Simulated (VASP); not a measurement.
# ZnCoC4N4 (P-43m) in VASP: single point with PBE

Aim: the single point of ZnCoC4N4 with PBE.

Everything below comes from runs of VASP 6.6.1. Logs are shortened: lines on timing, memory, paths and dates and some standing lists are left out, and cuts for length are marked.

## Step 1: The cell of the first run

Symmetry: P-43m, No. 215, cubic system. Conventional cell: a = 5.886 Å, b = 5.886 Å, c = 5.886 Å, α = 90.00°, β = 90.00°, γ = 90.00°. Zn (site symmetry -43m) has 4 C at 2.01 Å within 2.7 Å. Within 2.5 Å of Co (site symmetry -43m) lie 4 N at 1.92 Å. Within 1.6 Å of C (site symmetry 3m) lie 1 N at 1.17 Å. Within 1.6 Å of N (site symmetry 3m) lie 1 C at 1.17 Å.

## Step 2: Single point, PBE, collinear spin, ferromagnetic start

Input file INCAR:

```
SYSTEM = ZnCoC4N4
  PREC = Accurate
  ENCUT = 700
  EDIFF = 1E-6
  ISMEAR = 0
  SIGMA = 0.1
  LREAL = .False.
  LASPH = .True.
  NELM = 200
  ALGO = Normal
  ISIF = 2
  LWAVE = .False.
  LCHARG = .False.
  ISPIN = 2
  MAGMOM = 0 3 0 0 0 0 0 0 0 0
  LORBIT = 11
  LMAXMIX = 4
  GGA = PE
  NBANDS = 48
  GGA_COMPAT = .False.
```

Input file KPOINTS:

```
Automatic mesh
0
Gamma
  4 4 4
  0 0 0
```

Input file POSCAR:

```
ZnCoC4N4
1.0
    5.8861597118      0.0000000000      0.0000000000
    0.0000000000      5.8861597118      0.0000000000
    0.0000000000      0.0000000000      5.8861597118
Zn Co C N
1 1 4 4
Direct
    0.0000000000      0.0000000000      0.0000000000
    0.5000000000      0.5000000000      0.5000000000
    0.1970420658      0.1970420658      0.1970420658
    0.1970420658      0.8029579342      0.8029579342
    0.8029579342      0.1970420658      0.8029579342
    0.8029579342      0.8029579342      0.1970420658
    0.3114067631      0.3114067631      0.3114067631
    0.3114067631      0.6885932369      0.6885932369
    0.6885932369      0.3114067631      0.6885932369
    0.6885932369      0.6885932369      0.3114067631
```

Potentials or basis: VASP PAW PBE potentials, release 64 (Zn, Co_sv, C, N).

The run is started by

```
$ cat potpaw_PBE.64/Zn/POTCAR potpaw_PBE.64/Co_sv/POTCAR potpaw_PBE.64/C/POTCAR potpaw_PBE.64/N/POTCAR > POTCAR
$ mpirun -np 1 vasp_std > vasp.out
```

OUTCAR:

```text
SYSTEM = ZnCoC4N4
   PREC = Accurate
   ENCUT = 700
   EDIFF = 1E-6
   ISMEAR = 0
   LREAL = .False.
   LASPH = .True.
   NELM = 200
   ISIF = 2
   ISPIN = 2
   LORBIT = 11
   GGA = PE

 ion  position               nearest neighbor table
   1  0.000  0.000  0.000-   3 2.01   4 2.01   5 2.01   6 2.01
   2  0.500  0.500  0.500-   7 1.92   8 1.92   9 1.92  10 1.92
   3  0.197  0.197  0.197-   7 1.17   1 2.01
   4  0.197  0.803  0.803-   8 1.17   1 2.01
   5  0.803  0.197  0.803-   9 1.17   1 2.01
   6  0.803  0.803  0.197-  10 1.17   1 2.01
   7  0.311  0.311  0.311-   3 1.17   2 1.92
   8  0.311  0.689  0.689-   4 1.17   2 1.92
   9  0.689  0.311  0.689-   5 1.17   2 1.92
  10  0.689  0.689  0.311-   6 1.17   2 1.92

  LATTYP: Found a simple cubic cell.
 ALAT       =     5.8861597118

  Lattice vectors:

 A1 = (   5.8861597118,   0.0000000000,   0.0000000000)
 A2 = (   0.0000000000,   5.8861597118,   0.0000000000)
 A3 = (   0.0000000000,   0.0000000000,   5.8861597118)

Analysis of symmetry for initial positions (statically):
=====================================================================
 Subroutine PRICEL returns:
 Original cell was already a primitive cell.

 Routine SETGRP: Setting up the symmetry group for a
 simple cubic supercell.

 Subroutine GETGRP returns: Found 24 space group operations
 (whereof 24 operations were pure point group operations)
 out of a pool of 48 trial point group operations.

The static configuration has the point symmetry T_d .

Analysis of symmetry for dynamics (positions and initial velocities):
=====================================================================
 Subroutine PRICEL returns:
 Original cell was already a primitive cell.

 Routine SETGRP: Setting up the symmetry group for a
 simple cubic supercell.

 Subroutine GETGRP returns: Found 24 space group operations
 (whereof 24 operations were pure point group operations)
 out of a pool of 48 trial point group operations.

The dynamic configuration has the point symmetry T_d .

Analysis of structural, dynamic, and magnetic symmetry:
=====================================================================
 Subroutine PRICEL returns:
 Original cell was already a primitive cell.

 Routine SETGRP: Setting up the symmetry group for a
 simple cubic supercell.

 Subroutine GETGRP returns: Found 24 space group operations
 (whereof 24 operations were pure point group operations)
 out of a pool of 48 trial point group operations.

The overall configuration has the point symmetry T_d .

 Subroutine INISYM returns: Found 24 space group operations
 (whereof 24 operations are pure point group operations),
 and found     1 'primitive' translations

----------------------------------------------------------------------------------------

                                     Primitive cell

  volume of cell :     203.9370

  direct lattice vectors                    reciprocal lattice vectors
     5.886159712  0.000000000  0.000000000     0.169890055  0.000000000  0.000000000
     0.000000000  5.886159712  0.000000000     0.000000000  0.169890055  0.000000000
     0.000000000  0.000000000  5.886159712     0.000000000  0.000000000  0.169890055

  length of vectors
     5.886159712  5.886159712  5.886159712     0.169890055  0.169890055  0.169890055

  position of ions in fractional coordinates (direct lattice)
     0.000000000  0.000000000  0.000000000
     0.500000000  0.500000000  0.500000000
     0.197042066  0.197042066  0.197042066
     0.197042066  0.802957934  0.802957934
     0.802957934  0.197042066  0.802957934
     0.802957934  0.802957934  0.197042066
     0.311406763  0.311406763  0.311406763
     0.311406763  0.688593237  0.688593237
     0.688593237  0.311406763  0.688593237
     0.688593237  0.688593237  0.311406763

  ion indices of the primitive-cell ions
   primitive index   ion index
                 1           1
                 2           2
                 3           3
                 4           4
                 5           5
                 6           6
                 7           7
                 8           8
                 9           9
                10          10

[... 48 lines left out ...]
   ISTART =      0    job   : 0-new  1-cont  2-samecut
   ICHARG =      2    charge: 1-file 2-atom 10-const
   ISPIN  =      2    spin polarized calculation?
   LNONCOLLINEAR =      F non collinear calculations
   LSORBIT =      F    spin-orbit coupling
   LASPH  =      T    aspherical Exc in radial PAW
   ENCUT  =  700.0 eV  51.45 Ry    7.17 a.u.  12.70 12.70 12.70*2*pi/ulx,y,z
   NELM   =    200;   NELMIN=  2; NELMDL= -5     # of ELM steps
   EDIFF  = 0.1E-05   stopping-criterion for ELM
   LREAL  =      F    real-space projection
   EDIFFG = 0.1E-04   stopping-criterion for IOM
   NSW    =      0    number of steps for IOM
   IBRION =     -1    ionic relax: 0-MD 1-quasi-New 2-CG
   NFREE  =      0    steps in history (QN), initial steepest desc. (CG)
   ISIF   =      2    stress and relaxation
   ISYM   =      2    0-nonsym 1-usesym 2-fastsym
   POTIM  = 0.5000    time-step for ionic-motion
   TEBEG  =    0.0;   TEEND  =   0.0 temperature during run
   PSTRESS=    0.0 pullay stress
   NELECT =      65.0000    total number of electrons
   NUPDOWN=      -1.0000    fix difference up-down
   EMIN   =  10.00;   EMAX   =-10.00  energy-range for DOS
   EFERMI =   0.00;   METHOD = LEGACY
   ISMEAR =     0;   SIGMA  =   0.10  broadening in eV -4-tet -1-fermi 0-gaus
   EFERMI_NEDOS =   21; number of points for ismear=-14 and -15
   IALGO  =     38    algorithm
   IMIX   =      4    mixing-type and parameters
     AMIX     =   0.40;   BMIX     =  1.00
     AMIX_MAG =   1.60;   BMIX_MAG =  1.00
  volume/ion in A,a.u.               =      20.39       137.62
  Fermi-wavevector in a.u.,A,eV,Ry     =   1.118271  2.113227 17.014508  1.250531
  Thomas-Fermi vector in A             =   2.254901
   LORBIT       =     11    0 simple, 1 ext, 2 COOP (PROOUT), +10 PAW based schemes
   GGA     = PE    functional components
   LHFCALC =     F    Hartree Fock is set to
   AEXX    =    0.0000 exact exchange contribution
   IVDW    =     0    specifies the selected vdW correction
   LEPSILON=     F    determine dielectric tensor
   LRPA    =     F    only Hartree local field effects (RPA)
 spin polarized calculation
 Gauss-broadening in eV      SIGMA  =   0.10
  energy-cutoff  :      700.00
  volume of cell :      203.94
 maximum number of plane-waves:      8601
 NGX is ok and might be reduce to    54
   NGX = 25   NGY = 25   NGZ = 25

 number of electron      64.9999968 magnetization       2.9996059

 Free energy of the ion-electron system (eV)
  ---------------------------------------------------
  ext. energy  EPLUGINS =         0.00000000
  ---------------------------------------------------
  free energy    TOTEN  =       -75.11153986 eV

  energy without entropy =      -75.11153986  energy(sigma->0) =      -75.11153986

 E-fermi :  -1.2728     XC(G=0):  -7.1462

 val. band max:       -1.7937511062   @ k =   0.5000   0.5000   0.0000
 cond. band min:      -0.3479563633   @ k =   0.0000   0.0000   0.0000
 fundamental gap:      1.4457947429
 Fermi energy:        -1.2728338648

 spin component 1

 k-point     1 :       0.0000    0.0000    0.0000
  band No.  band energies     occupation
      1     -98.1756      1.00000
      2     -61.4175      1.00000
      3     -61.4175      1.00000
      4     -61.4175      1.00000
      5     -18.9031      1.00000
      6     -18.7663      1.00000
[... 459 lines left out ...]
     43       6.0310      0.00000
     44       6.3100      0.00000
 Fermi energy:        -1.2728338648

 spin component 2

 k-point     1 :       0.0000    0.0000    0.0000
  band No.  band energies     occupation
      1     -95.1721      1.00000
      2     -58.4851      1.00000
      3     -58.4847      1.00000
      4     -58.4845      1.00000
      5     -18.8222      1.00000
      6     -18.6859      1.00000
[... 459 lines left out ...]
     43       6.2693      0.00000
     44       6.4312      0.00000
 [bands above 44 left out]

------------------------ aborting loop because EDIFF is reached ----------------------------------------

  FORCE on cell =-STRESS in cart. coord.  units (eV):
  Direction    XX          YY          ZZ          XY          YZ          ZX
  --------------------------------------------------------------------------------------
  -------------------------------------------------------------------------------------
  Total        0.3637484      0.3637484      0.3637484     -0.0000000     -0.0000000     -0.0000000
  in kB        2.8576928      2.8576928      2.8576928     -0.0000000     -0.0000000     -0.0000000
  external PRESSURE =       2.8576928 kB  Pullay stress =       0.0000000 kB

 VOLUME and BASIS-vectors are now :
 -----------------------------------------------------------------------------
  energy-cutoff  :      700.00
  volume of cell :      203.94
      direct lattice vectors                 reciprocal lattice vectors
     5.886159712  0.000000000  0.000000000     0.169890055  0.000000000  0.000000000
     0.000000000  5.886159712  0.000000000     0.000000000  0.169890055  0.000000000
     0.000000000  0.000000000  5.886159712     0.000000000  0.000000000  0.169890055

 POSITION                                       TOTAL-FORCE (eV/Angst)
 -----------------------------------------------------------------------------------
      0.00000      0.00000      0.00000         0.000000     -0.000000      0.000000
      2.94308      2.94308      2.94308         0.000000     -0.000000     -0.000000
      1.15982      1.15982      1.15982        -0.181850     -0.181850     -0.181850
      1.15982      4.72634      4.72634        -0.181850      0.181850      0.181850
      4.72634      1.15982      4.72634         0.181850     -0.181850      0.181850
      4.72634      4.72634      1.15982         0.181850      0.181850     -0.181850
      1.83299      1.83299      1.83299         0.213126      0.213126      0.213126
      1.83299      4.05317      4.05317         0.213126     -0.213126     -0.213126
      4.05317      1.83299      4.05317        -0.213126      0.213126     -0.213126
      4.05317      4.05317      1.83299        -0.213126     -0.213126      0.213126
 -----------------------------------------------------------------------------------
    total drift:                                0.000000      0.000000     -0.000000

  FREE ENERGIE OF THE ION-ELECTRON SYSTEM (eV)
  ---------------------------------------------------
  free  energy   TOTEN  =       -75.1115398612 eV

  energy  without entropy=      -75.1115398612  energy(sigma->0) =      -75.11153986

 total charge

# of ion       s       p       d       tot
------------------------------------------
    1        0.524   0.661   9.779  10.964
    2        2.189   6.120   6.568  14.877
    3        0.958   1.622   0.000   2.580
    4        0.958   1.622   0.000   2.580
    5        0.958   1.622   0.000   2.580
    6        0.958   1.622   0.000   2.580
    7        1.297   2.590   0.000   3.888
    8        1.297   2.590   0.000   3.888
    9        1.297   2.590   0.000   3.888
   10        1.297   2.590   0.000   3.888
--------------------------------------------------
tot         11.736  23.629  16.347  51.713

 magnetization (x)

# of ion       s       p       d       tot
------------------------------------------
    1        0.001   0.003   0.004   0.008
    2        0.008   0.033   2.370   2.411
    3        0.004   0.028   0.000   0.032
    4        0.004   0.028   0.000   0.032
    5        0.004   0.028   0.000   0.032
    6        0.004   0.028   0.000   0.032
    7        0.010   0.026   0.000   0.036
    8        0.010   0.026   0.000   0.036
    9        0.010   0.026   0.000   0.036
   10        0.010   0.026   0.000   0.036
--------------------------------------------------
tot          0.064   0.253   2.374   2.691
```

Wall time 5.8 min (1 thread of Intel Xeon 6975P-C (Granite Rapids), shared host); peak memory 0.65 GiB.

Results:

```yaml
Free_energy: -75.1115 eV
Pressure: 0.3 GPa
Largest_force: 0.369 eV/Å
Band_gap_on_the_k_mesh: 1.45 eV (least direct gap 1.54 eV)
Net_moment: 3.00 μB per cell
Site_moments: Zn +0.01; Co +2.41; C +0.03; N +0.04 μB
Valence_electrons_inside_the_program's_atomic_spheres: Zn 10.96; Co 14.88; C 2.58; N 3.89
```

Forces in eV/Å, atoms in the order of the input:
```
Zn   0.000  0.000  0.000
Co   0.000  0.000  0.000
C   -0.182 -0.182 -0.182
C   -0.182  0.182  0.182
C    0.182 -0.182  0.182
C    0.182  0.182 -0.182
N    0.213  0.213  0.213
N    0.213 -0.213 -0.213
N   -0.213  0.213 -0.213
N   -0.213 -0.213  0.213
```

Caveat: a cell with one magnetic atom can't hold antiferromagnetic order, which such compounds often take. A k mesh can miss the band edges.
